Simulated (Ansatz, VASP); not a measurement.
One calculation of PbS, two programs

The input INCAR:

```
ALGO = Normal
EDIFF = 1E-8
ENCUT = 520
GGA = PE
ISIF = 2
ISMEAR = -1
LASPH = T
LCHARG = F
LEFG = T
LREAL = F
LWAVE = F
NBANDS = 17
NELM = 60
PREC = Accurate
SIGMA = 0.01
```

KPOINTS

```
k-points
0
Gamma
  8 8 8
```

Contents of POSCAR:

```
PbS
1.0
    0.0000000000      2.9650000000      2.9057000000
    2.9650000000      0.0000000000      2.9057000000
    2.9650000000      2.9650000000      0.0000000000
Pb S
1 1
Direct
    0.0000000000      0.0000000000      0.0000000000
    0.5000000000      0.5000000000      0.5000000000
```

Input for Ansatz:

```yaml
crystal:
  lattice:
    - [0.0, 2.965, 2.9057]
    - [2.965, 0.0, 2.9057]
    - [2.965, 2.965, 0.0]
  atoms:
    - { symbol: Pb, position: [0.0, 0.0, 0.0] }
    - { symbol: S, position: [0.5, 0.5, 0.5] }
kpoints:
  mp_grid: { grid: [8, 8, 8] }
scf:
  occupations: { method: fermi_dirac, width: 0.01 }
hamiltonian:
  xc: pbe
  pseudopotentials: { kind: all_electron, datasets: crystal }
output:
  forces: true
  stress: true
  eigenvalues: true
  efg: { contact_densities: true }
```

Change from the starting cell: zz strain of -2 %, crystal datasets.

Alike in both runs: task electric field gradients; functional PBE; k mesh 8 × 8 × 8; occupations fermi-dirac, width 0.01 eV; no spin polarisation.

|  | VASP | Ansatz |
| --- | --- | --- |
| version | VASP 6.6.1 | Ansatz 0.2.0 |
| potentials or method | VASP PAW PBE potentials, release 64 (Pb_d, S), cutoff 520 eV | all-electron PAW with datasets made for the crystal, scalar-relativistic |

```tsv
	VASP	Ansatz	Ansatz less VASP
pressure (GPa)	3.6	3.7	+0.08
traceless stress, the component that is largest in VASP (GPa)	2.01	2.01	-0.002
size of Vzz on the site where it differs most (V/Å²)	61.7	67.5	+5.81
```

Ansatz ran all-electron here, and VASP with PAW potentials.

Neither program's run includes spin-orbit coupling.
